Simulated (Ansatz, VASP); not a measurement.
**W, level by level in two programs**

```
W
1.0
    -1.57172    1.57172    1.57172
     1.57172   -1.57172    1.57172
     1.57172    1.57172   -1.57172
W
1
Direct
  0.00000 0.00000 0.00000
```

Single points on this cell with VASP 6.6.1 and Ansatz 0.2.0. Each row is one pair of runs. Alike in all rows: spin: off; smearing: fermi-dirac, width 0.05 eV; VASP's potentials, cutoff: VASP PAW PBE potentials, release 64 (W_sv), 520 eV; Ansatz's potentials, cutoff: Ansatz PAW, 420 eV.

```tsv
level	k mesh	gap on the k mesh at the Fermi level (eV), VASP	gap on the k mesh at the Fermi level (eV), Ansatz	pressure (GPa), VASP	pressure (GPa), Ansatz
HSE06	8 × 8 × 8	none	none	5.9	6.3
BHLYP	6 × 6 × 6	none	none	7.3	8.1
PBE0	8 × 8 × 8	none	?	6.3	?
```

Task: Fill in what Ansatz gave in row 3.

Result: gap on the k mesh at the Fermi level (eV): none; pressure (GPa): 6.8.

A gap of «none» marks a metal or a gap that the smearing closes.

The k mesh is coarse in some rows, so the values compare programs but aren't converged. Neither program's run includes spin-orbit coupling.
